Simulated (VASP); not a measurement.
# KF (Fm-3m) in VASP: settings compared

The runs below take KF through single point, vibrations by perturbation theory, with PBE, PBEsol.

Everything below comes from runs of VASP 6.6.1. Logs are shortened: lines on timing, memory, paths and dates and some standing lists are left out, and cuts for length are marked.

## 1. The cell of the first run

Symmetry: Fm-3m, No. 225, cubic system. The conventional cell has a = 5.420 Å, b = 5.420 Å, c = 5.420 Å, α = 90.00°, β = 90.00°, γ = 90.00°. Within 3.6 Å of K (site symmetry m-3m) lie 6 F at 2.71 Å. F (site symmetry m-3m) has 6 K at 2.71 Å within 3.6 Å.

## 2. Single point, PBE

The input, POSCAR:

```
KF
1.0
    0.0000000000      2.7100386135      2.7100386135
    2.7100386135      0.0000000000      2.7100386135
    2.7100386135      2.7100386135      0.0000000000
K F
1 1
Direct
    0.0000000000      0.0000000000      0.0000000000
    0.5000000000      0.5000000000      0.5000000000
```

The input, INCAR.step1:

```
SYSTEM = KF
PREC = Accurate ; ENCUT = 520
EDIFF = 1E-7 ; ISMEAR = 0
SIGMA = 0.02 ; LREAL = .FALSE.
LASPH = .TRUE. ; NELM = 60
ALGO = Normal ; ISIF = 2
LWAVE = .FALSE. ; LCHARG = .TRUE.
GGA = PE ; NBANDS = 15
```

The input, KPOINTS.step1:

```
Automatic mesh
0
G
  8 8 8
  0 0 0
```

The input, INCAR.step2:

```
SYSTEM = KF
PREC = Accurate ; ENCUT = 520
EDIFF = 1E-7 ; ISMEAR = -5
SIGMA = 0.02 ; LREAL = .FALSE.
LASPH = .TRUE. ; NELM = 60
ALGO = Normal ; ISIF = 2
LWAVE = .FALSE. ; LCHARG = .FALSE.
GGA = PE ; LORBIT = 11
NEDOS = 1001 ; ICHARG = 11
```

The input, KPOINTS.step2:

```
Automatic mesh
0
G
  12 12 12
  0 0 0
```

Potentials or basis: VASP PAW PBE potentials, release 64 (K_sv, F).

Command:

```sh
$ cat potpaw_PBE.64/K_sv/POTCAR potpaw_PBE.64/F/POTCAR > POTCAR
$ cp INCAR.step1 INCAR
$ cp KPOINTS.step1 KPOINTS
$ mpirun -np 1 vasp_std > vasp.out
$ cp INCAR.step2 INCAR
$ cp KPOINTS.step2 KPOINTS
$ mpirun -np 1 vasp_std > vasp.out
```

OUTCAR:

```text
SYSTEM = KF
   PREC = Accurate
   ENCUT = 520
   EDIFF = 1E-7
   ISMEAR = -5
   LREAL = .FALSE.
   LASPH = .TRUE.
   NELM = 60
   ISIF = 2
   GGA = PE
   LORBIT = 11
   ICHARG = 11

 ion  position               nearest neighbor table
   1  0.000  0.000  0.000-   2 2.71   2 2.71   2 2.71   2 2.71   2 2.71   2 2.71
   2  0.500  0.500  0.500-   1 2.71   1 2.71   1 2.71   1 2.71   1 2.71   1 2.71

  LATTYP: Found a face centered cubic cell.
 ALAT       =     5.4200772270

  Lattice vectors:

 A1 = (   0.0000000000,   2.7100386135,   2.7100386135)
 A2 = (   2.7100386135,   0.0000000000,   2.7100386135)
 A3 = (   2.7100386135,   2.7100386135,   0.0000000000)

Analysis of symmetry for initial positions (statically):
=====================================================================
 Subroutine PRICEL returns:
 Original cell was already a primitive cell.

 Routine SETGRP: Setting up the symmetry group for a
 face centered cubic supercell.

 Subroutine GETGRP returns: Found 48 space group operations
 (whereof 48 operations were pure point group operations)
 out of a pool of 48 trial point group operations.

The static configuration has the point symmetry O_h .

Analysis of symmetry for dynamics (positions and initial velocities):
=====================================================================
 Subroutine PRICEL returns:
 Original cell was already a primitive cell.

 Routine SETGRP: Setting up the symmetry group for a
 face centered cubic supercell.

 Subroutine GETGRP returns: Found 48 space group operations
 (whereof 48 operations were pure point group operations)
 out of a pool of 48 trial point group operations.

The dynamic configuration has the point symmetry O_h .

 Subroutine INISYM returns: Found 48 space group operations
 (whereof 48 operations are pure point group operations),
 and found     1 'primitive' translations

----------------------------------------------------------------------------------------

                                     Primitive cell

  volume of cell :      39.8067

  direct lattice vectors                    reciprocal lattice vectors
     0.000000000  2.710038614  2.710038614    -0.184499216  0.184499216  0.184499216
     2.710038614  0.000000000  2.710038614     0.184499216 -0.184499216  0.184499216
     2.710038614  2.710038614  0.000000000     0.184499216  0.184499216 -0.184499216

  length of vectors
     3.832573362  3.832573362  3.832573362     0.319562016  0.319562016  0.319562016

  position of ions in fractional coordinates (direct lattice)
     0.000000000  0.000000000  0.000000000
     0.500000000  0.500000000  0.500000000

[... 97 lines left out ...]
     AMIX     =   0.40;   BMIX     =  1.00
     AMIX_MAG =   1.60;   BMIX_MAG =  1.00
  volume/ion in A,a.u.               =      19.90       134.31
  Fermi-wavevector in a.u.,A,eV,Ry     =   1.208174  2.283117 19.860200  1.459683
  Thomas-Fermi vector in A             =   2.343789
   LORBIT       =     11    0 simple, 1 ext, 2 COOP (PROOUT), +10 PAW based schemes
   GGA     = PE    functional components
   LHFCALC =     F    Hartree Fock is set to
   AEXX    =    0.0000 exact exchange contribution
   IVDW    =     0    specifies the selected vdW correction
   LEPSILON=     F    determine dielectric tensor
   LRPA    =     F    only Hartree local field effects (RPA)
 non-spin polarized calculation
 Fermi weights with tetrahedron method with Bloechl corrections
  energy-cutoff  :      520.00
  volume of cell :       39.81
 maximum number of plane-waves:      1090
 NGX is ok and might be reduce to    30

 number of electron      15.9999992 magnetization

 Free energy of the ion-electron system (eV)
  ---------------------------------------------------
  ext. energy  EPLUGINS =         0.00000000
  ---------------------------------------------------
  free energy    TOTEN  =        -8.29927238 eV

  energy without entropy =       -8.29927238  energy(sigma->0) =       -8.29927238

 E-fermi :  -2.8863     XC(G=0):  -8.2126

 val. band max:       -2.9138855187   @ k =   0.0000   0.0000   0.0000
 cond. band min:       3.0342184125   @ k =   0.0000   0.0000   0.0000
 fundamental gap:      5.9481039312
 Fermi energy:        -2.8862561002

 k-point     1 :       0.0000    0.0000    0.0000
  band No.  band energies     occupation
      1     -29.1724      2.00000
      2     -21.5478      2.00000
      3     -12.4518      2.00000
      4     -12.4518      2.00000
      5     -12.4518      2.00000
      6      -2.9139      2.00000
      7      -2.9139      2.00000
      8      -2.9139      2.00000
      9       3.0342      0.00000
     10       7.6448      0.00000
     11       7.6448      0.00000
     12       7.6448      0.00000
[... 331 lines left out ...]
 k-point    24 :      -0.4167    0.1667    0.0000
  band No.  band energies     occupation
      1     -29.0893      2.00000
      2     -21.6030      2.00000
      3     -12.7209      2.00000
      4     -12.5831      2.00000
      5     -12.5078      2.00000
      6      -3.5302      2.00000
      7      -3.2048      2.00000
      8      -3.1677      2.00000
      9       6.1702      0.00000
     10       7.1187      0.00000
     11       8.6884      0.00000
     12       9.2862      0.00000

 [... further k-points ...]

------------------------ aborting loop because EDIFF is reached ----------------------------------------

  FORCE on cell =-STRESS in cart. coord.  units (eV):
  Direction    XX          YY          ZZ          XY          YZ          ZX
  --------------------------------------------------------------------------------------
  -------------------------------------------------------------------------------------
  Total        0.0063989      0.0063989      0.0063989     -0.0000000      0.0000000      0.0000000
  in kB        0.2575490      0.2575490      0.2575490     -0.0000000      0.0000000      0.0000000
  external PRESSURE =       0.2575490 kB  Pullay stress =       0.0000000 kB

 VOLUME and BASIS-vectors are now :
 -----------------------------------------------------------------------------
  energy-cutoff  :      520.00
  volume of cell :       39.81
      direct lattice vectors                 reciprocal lattice vectors
     0.000000000  2.710038614  2.710038614    -0.184499216  0.184499216  0.184499216
     2.710038614  0.000000000  2.710038614     0.184499216 -0.184499216  0.184499216
     2.710038614  2.710038614  0.000000000     0.184499216  0.184499216 -0.184499216

 POSITION                                       TOTAL-FORCE (eV/Angst)
 -----------------------------------------------------------------------------------
      0.00000      0.00000      0.00000        -0.000000     -0.000000     -0.000000
      2.71004      2.71004      2.71004         0.000000      0.000000      0.000000
 -----------------------------------------------------------------------------------
    total drift:                                0.000000      0.000000      0.000000

  FREE ENERGIE OF THE ION-ELECTRON SYSTEM (eV)
  ---------------------------------------------------
  free  energy   TOTEN  =        -8.2992723812 eV

  energy  without entropy=       -8.2992723812  energy(sigma->0) =       -8.29927238

 total charge

# of ion       s       p       d       tot
------------------------------------------
    1        1.957   5.590   0.030   7.576
    2        1.730   4.347   0.000   6.077
--------------------------------------------------
tot          3.687   9.937   0.030  13.653
```

Run time: 24 s. Hardware: 1 thread of AMD EPYC 9R45 (Zen 5), shared host; peak memory 0.15 GiB.

What came out:

| Quantity | Value |
| --- | --- |
| Valence electrons inside the program's atomic spheres | K 7.58; F 6.08 |

Levels at points of the mesh, in eV from the valence-band top:
```
           k point  band 5  band 6  band 7  band 8  band 9  band 10  band 11  band 12
(0.00, 0.00, 0.00)   -9.54    0.00    0.00    0.00    5.95    10.56    10.56    10.56
(0.50, 0.00, 0.00)   -9.57   -0.75   -0.31   -0.31    8.89    10.29    11.87    11.87
(0.50, 0.50, 0.00)   -9.72   -0.23   -0.06   -0.06    8.16    10.07    11.47    13.38
```

## 3. Single point, PBEsol

POSCAR is that of step 2.

The input, INCAR.step1:

```
SYSTEM = KF
  ALGO = Normal
  EDIFF = 1E-6
  ENCUT = 520
  GGA = PS
  ISIF = 2
  ISMEAR = 0
  LASPH = .True.
  LCHARG = .True.
  LREAL = .False.
  LWAVE = .False.
  NBANDS = 15
  NELM = 100
  PREC = Accurate
  SIGMA = 0.02
```

The input, KPOINTS.step1:

```
k-points
0
Gamma
  8 8 8
  0 0 0
```

The input, INCAR.step2:

```
SYSTEM = KF
  ALGO = Normal
  EDIFF = 1E-6
  ENCUT = 520
  GGA = PS
  ICHARG = 11
  ISIF = 2
  ISMEAR = -5
  LASPH = .True.
  LCHARG = .False.
  LORBIT = 11
  LREAL = .False.
  LWAVE = .False.
  NBANDS = 15
  NEDOS = 2001
  NELM = 100
  PREC = Accurate
  SIGMA = 0.02
```

The input, KPOINTS.step2:

```
k-points
0
Gamma
  12 12 12
  0 0 0
```

Potentials or basis: VASP PAW PBE potentials, release 64 (K_sv, F).

Command:

```sh
$ cat potpaw_PBE.64/K_sv/POTCAR potpaw_PBE.64/F/POTCAR > POTCAR
$ cp INCAR.step1 INCAR
$ cp KPOINTS.step1 KPOINTS
$ mpirun -np 1 vasp_std > vasp.out
$ cp INCAR.step2 INCAR
$ cp KPOINTS.step2 KPOINTS
$ mpirun -np 1 vasp_std > vasp.out
```

OUTCAR:

```text
SYSTEM = KF
   EDIFF = 1E-6
   ENCUT = 520
   GGA = PS
   ICHARG = 11
   ISIF = 2
   ISMEAR = -5
   LASPH = .True.
   LORBIT = 11
   LREAL = .False.
   NELM = 100
   PREC = Accurate

 ion  position               nearest neighbor table
   1  0.000  0.000  0.000-   2 2.71   2 2.71   2 2.71   2 2.71   2 2.71   2 2.71
   2  0.500  0.500  0.500-   1 2.71   1 2.71   1 2.71   1 2.71   1 2.71   1 2.71

  LATTYP: Found a face centered cubic cell.
 ALAT       =     5.4200772270

  Lattice vectors:

 A1 = (   0.0000000000,   2.7100386135,   2.7100386135)
 A2 = (   2.7100386135,   0.0000000000,   2.7100386135)
 A3 = (   2.7100386135,   2.7100386135,   0.0000000000)

Analysis of symmetry for initial positions (statically):
=====================================================================
 Subroutine PRICEL returns:
 Original cell was already a primitive cell.

 Routine SETGRP: Setting up the symmetry group for a
 face centered cubic supercell.

 Subroutine GETGRP returns: Found 48 space group operations
 (whereof 48 operations were pure point group operations)
 out of a pool of 48 trial point group operations.

[... 591 lines left out ...]
      5     -12.4970      2.00000
      6      -3.6425      2.00000
      7      -3.3093      2.00000
      8      -3.2705      2.00000
      9       5.9820      0.00000
     10       6.9105      0.00000
     11       8.5545      0.00000
     12       9.1738      0.00000
     13      10.7256      0.00000
     14      11.3960      0.00000
     15      12.1145      0.00000

 [... further k-points ...]

------------------------ aborting loop because EDIFF is reached ----------------------------------------

  FORCE on cell =-STRESS in cart. coord.  units (eV):
  Direction    XX          YY          ZZ          XY          YZ          ZX
  --------------------------------------------------------------------------------------
  -------------------------------------------------------------------------------------
  Total       -0.4445205     -0.4445205     -0.4445205     -0.0000000     -0.0000000     -0.0000000
  in kB      -17.8914651    -17.8914651    -17.8914651     -0.0000000     -0.0000000     -0.0000000
  external PRESSURE =     -17.8914651 kB  Pullay stress =       0.0000000 kB

 VOLUME and BASIS-vectors are now :
 -----------------------------------------------------------------------------
  energy-cutoff  :      520.00
  volume of cell :       39.81
      direct lattice vectors                 reciprocal lattice vectors
     0.000000000  2.710038614  2.710038614    -0.184499216  0.184499216  0.184499216
     2.710038614  0.000000000  2.710038614     0.184499216 -0.184499216  0.184499216
     2.710038614  2.710038614  0.000000000     0.184499216  0.184499216 -0.184499216

 POSITION                                       TOTAL-FORCE (eV/Angst)
 -----------------------------------------------------------------------------------
      0.00000      0.00000      0.00000        -0.000000      0.000000      0.000000
      2.71004      2.71004      2.71004         0.000000     -0.000000     -0.000000
 -----------------------------------------------------------------------------------
    total drift:                                0.000000      0.000000      0.000000

  FREE ENERGIE OF THE ION-ELECTRON SYSTEM (eV)
  ---------------------------------------------------
  free  energy   TOTEN  =        -8.5088954437 eV

  energy  without entropy=       -8.5088954437  energy(sigma->0) =       -8.50889544

 total charge

# of ion       s       p       d       tot
------------------------------------------
    1        1.956   5.575   0.030   7.561
    2        1.728   4.334   0.000   6.061
--------------------------------------------------
tot          3.683   9.908   0.030  13.622
```

Wall time 24 s (1 thread of AMD EPYC 9R45 (Zen 5), shared host); peak memory 0.15 GiB.

What came out:

```
Valence electrons inside the program's atomic spheres : K 7.56; F 6.06
```

Levels at points of the mesh, in eV from the valence-band top:
| k point | band 4 | band 5 | band 6 | band 7 | band 8 | band 9 | band 10 | band 11 | band 12 | band 13 |
| --- | --- | --- | --- | --- | --- | --- | --- | --- | --- | --- |
| (0.00, 0.00, 0.00) | -9.43 | -9.43 | 0.00 | 0.00 | 0.00 | 5.83 | 10.52 | 10.52 | 10.52 | 12.14 |
| (0.50, 0.00, 0.00) | -9.46 | -9.46 | -0.76 | -0.32 | -0.32 | 8.80 | 10.16 | 11.85 | 11.85 | 14.04 |
| (0.50, 0.50, 0.00) | -9.62 | -9.62 | -0.23 | -0.06 | -0.06 | 8.07 | 10.00 | 11.34 | 13.37 | 14.01 |

Caveat: the PAW data sets were made with another functional, which shifts forces and pressure a little.

## 4. Vibrations by perturbation theory, PBE

The input, INCAR:

```
  PREC = Accurate
  ENCUT = 520
  EDIFF = 1E-8
  ISMEAR = 0
  SIGMA = 0.01
  LREAL = F
  LASPH = T
  NELM = 60
  ALGO = Normal
  ISIF = 2
  LWAVE = F
  LCHARG = F
  GGA = PE
  NBANDS = 15
  IBRION = 8
  NSW = 1
  LEPSILON = T
```

The input, KPOINTS:

```
regular mesh
0
Gamma
  8 8 8
```

The input, POSCAR:

```
KF
1.0
    0.0000000000      2.7103820615      2.7103820615
    2.7103820615      0.0000000000      2.7103820615
    2.7103820615      2.7103820615      0.0000000000
K F
1 1
Direct
    0.0000000000      0.0000000000      0.0000000000
    0.5000000000      0.5000000000      0.5000000000
```

Potentials or basis: VASP PAW PBE potentials, release 64 (K_sv, F).

Command:

```sh
$ cat potpaw_PBE.64/K_sv/POTCAR potpaw_PBE.64/F/POTCAR > POTCAR
$ mpirun -np 1 vasp_std > vasp.out
```

OUTCAR:

```text
PREC = Accurate
   ENCUT = 520
   EDIFF = 1E-8
   ISMEAR = 0
   LREAL = F
   LASPH = T
   NELM = 60
   ISIF = 2
   GGA = PE
   IBRION = 8
   NSW = 1
   LEPSILON = T

 ion  position               nearest neighbor table
   1  0.000  0.000  0.000-   2 2.71   2 2.71   2 2.71   2 2.71   2 2.71   2 2.71
   2  0.500  0.500  0.500-   1 2.71   1 2.71   1 2.71   1 2.71   1 2.71   1 2.71

  LATTYP: Found a face centered cubic cell.
 ALAT       =     5.4207641230

  Lattice vectors:

 A1 = (   0.0000000000,   2.7103820615,   2.7103820615)
 A2 = (   2.7103820615,   0.0000000000,   2.7103820615)
 A3 = (   2.7103820615,   2.7103820615,   0.0000000000)

Analysis of symmetry for initial positions (statically):
=====================================================================
 Subroutine PRICEL returns:
 Original cell was already a primitive cell.

 Routine SETGRP: Setting up the symmetry group for a
[... 731 lines left out ...]

 SECOND DERIVATIVES (NOT SYMMETRIZED)
 ------------------------------------
               1X          1Y          1Z          2X          2Y          2Z
  1X    -1.329539    0.000000    0.000000    1.329539    0.000000    0.000000
  1Y     0.000000   -1.329539    0.000000    0.000000    1.329539    0.000000
  1Z     0.000000    0.000000   -1.329539    0.000000    0.000000    1.329539
  2X     1.295688    0.000000    0.000000   -1.295688    0.000000    0.000000
  2Y     0.000000    1.295688    0.000000    0.000000   -1.295688    0.000000
  2Z     0.000000    0.000000    1.295688    0.000000    0.000000   -1.295688

 Eigenvectors and eigenvalues of the dynamical matrix
 ----------------------------------------------------

   1 f  =    4.998022 THz    31.403499 2PiTHz  166.716073 cm-1    20.670149 meV
             X         Y         Z           dx          dy          dz
      0.000000  0.000000  0.000000    -0.576822   -0.000000    0.000000
      2.710382  2.710382  2.710382     0.816870   -0.000000    0.000000
[... 21 lines left out ...]
   6 f/i=    0.030367 THz     0.190803 2PiTHz    1.012943 cm-1     0.125589 meV
             X         Y         Z           dx          dy          dz
      0.000000  0.000000  0.000000     0.000000    0.218259    0.787172
      2.710382  2.710382  2.710382     0.000000    0.154121    0.555851

--------------------------------------------------------------------------------------------------------

 MACROSCOPIC STATIC DIELECTRIC TENSOR IONIC CONTRIBUTION
 ------------------------------------------------------
           4.439621     0.000000     0.000000
           0.000000     4.439621    -0.000000
           0.000000    -0.000000     4.439621
 ------------------------------------------------------

 ELASTIC MODULI CONTR FROM IONIC RELAXATION (kBar)
 Direction    XX          YY          ZZ          XY          YZ          ZX
 --------------------------------------------------------------------------------
 XX           0.0000      0.0000      0.0000      0.0000      0.0000      0.0000
 YY           0.0000      0.0000      0.0000      0.0000      0.0000      0.0000
 ZZ           0.0000      0.0000      0.0000      0.0000      0.0000      0.0000
 XY           0.0000      0.0000      0.0000      0.0000      0.0000      0.0000
 YZ           0.0000      0.0000      0.0000      0.0000      0.0000      0.0000
 ZX           0.0000      0.0000      0.0000      0.0000      0.0000      0.0000
 --------------------------------------------------------------------------------

 PIEZOELECTRIC TENSOR IONIC CONTR  for field in x, y, z        (C/m^2)
          XX          YY          ZZ          XY          YZ          ZX
  --------------------------------------------------------------------------------
  x     0.00000     0.00000     0.00000     0.00000     0.00000     0.00000
  y     0.00000     0.00000     0.00000     0.00000     0.00000     0.00000
  z     0.00000     0.00000     0.00000     0.00000     0.00000     0.00000
```

OSZICAR:

```text
N       E                     dE             d eps       ncg     rms          rms(c)
DAV:   1     0.108920718347E+03    0.10892E+03   -0.80454E+03   870   0.102E+03
DAV:   2    -0.508851854439E+01   -0.11401E+03   -0.10431E+03  1151   0.284E+02
DAV:   3    -0.946166176505E+01   -0.43731E+01   -0.43559E+01  1138   0.491E+01
DAV:   4    -0.957543609397E+01   -0.11377E+00   -0.11375E+00  1202   0.724E+00
[... 224 lines left out ...]
RMM:   8    -0.536036875331E+00    0.19585E-05   -0.11272E-07  3746   0.131E-03    0.218E-04
RMM:   9    -0.536037825946E+00   -0.95062E-06    0.33548E-09  3748   0.545E-04    0.566E-05
RMM:  10    -0.536037423739E+00    0.40221E-06    0.47311E-08  3785   0.227E-04    0.134E-05
RMM:  11    -0.536037375955E+00    0.47784E-07    0.25953E-08  3952   0.101E-04    0.587E-06
RMM:  12    -0.536037372507E+00    0.34487E-08   -0.22867E-09  3861   0.456E-05    0.510E-06
 Linear response finished
```

Wall time 11 min (1 thread of Intel Xeon 8259CL, shared host); peak memory 0.25 GiB.

Results:

| Item | Value |
| --- | --- |
| Electronic dielectric tensor (diagonal) | 1.96 |
| Born charges (mean of the diagonal) | K +1.13; F -1.13 e |
| Highest phonon frequency at Γ, LO-TO splitting left out | 167 cm⁻¹ |

Phonon frequencies in cm⁻¹ (negative: imaginary):
| q point | frequencies |
| --- | --- |
| (0.000, 0.000, 0.000) | -1 -1 -1 167 167 167 |

Electronic dielectric tensor:
```
1.96 0.00 0.00
0.00 1.96 0.00
0.00 0.00 1.96
```

Born effective charge tensors (e):
atom 1, K
```
1.13 0.00 0.00
0.00 1.13 0.00
0.00 0.00 1.13
```
atom 2, F
```
-1.13  0.00  0.00
 0.00 -1.13  0.00
 0.00  0.00 -1.13
```
